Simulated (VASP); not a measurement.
Wanted: the native input for a VASP 6.6.1 run.

```yaml
Task: single point
Functional: PBE
Potentials_or_basis: VASP PAW PBE potentials, release 64 (Mg, Zr_sv, N)
Cutoff: 520 eV
k_mesh: 6 × 6 × 6
Occupations: gaussian, width 0.1 eV
Spin: no spin polarisation
Dipole_correction: no
Further_INCAR_settings: ALGO = Normal; EDIFF = 1e-06; NBANDS = 23
```

The structure of Mg3ZrN2 lies in POSCAR:

```
Mg3ZrN2
1.0
    5.6979696500      0.0000000000      0.0000000000
   -2.8489848200      4.9345864600      0.0000000000
    0.0000000000      0.0000000000      2.9895548300
Mg Zr N
3 1 2
Direct
    0.0000000000      0.5000000000      0.0000000000
    0.5000000000      0.5000000000      0.0000000000
    0.5000000000      0.0000000000      0.0000000000
    0.0000000000      0.0000000000      0.5000000000
    0.6666666700      0.3333333300      0.5000000000
    0.3333333300      0.6666666700      0.5000000000
```

The input as run:

INCAR

```
SYSTEM = Mg3ZrN2
ALGO = Normal
EDIFF = 1E-6
ENCUT = 520
GGA = PE
ISIF = 2
ISMEAR = 0
LASPH = .TRUE.
LCHARG = .FALSE.
LREAL = .FALSE.
LWAVE = .FALSE.
NBANDS = 23
NELM = 80
PREC = Accurate
SIGMA = 0.1
```

KPOINTS

```
k-points
0
G
  6 6 6
  0 0 0
```

Potentials or basis: VASP PAW PBE potentials, release 64 (Mg, Zr_sv, N).

Command:

```sh
$ cat potpaw_PBE.64/Mg/POTCAR potpaw_PBE.64/Zr_sv/POTCAR potpaw_PBE.64/N/POTCAR > POTCAR
$ mpirun -np 1 vasp_std > vasp.out
```

Results of the run:

```yaml
Pressure: -2.2 GPa
Band_gap_on_the_k_mesh: zero (band 14 reaches 6.04 eV, above the bottom of band 15 at 5.36 eV)
```

It took 55 s on 1 thread of Intel Xeon 6975P-C, on a shared host, peak memory 0.22 GiB.
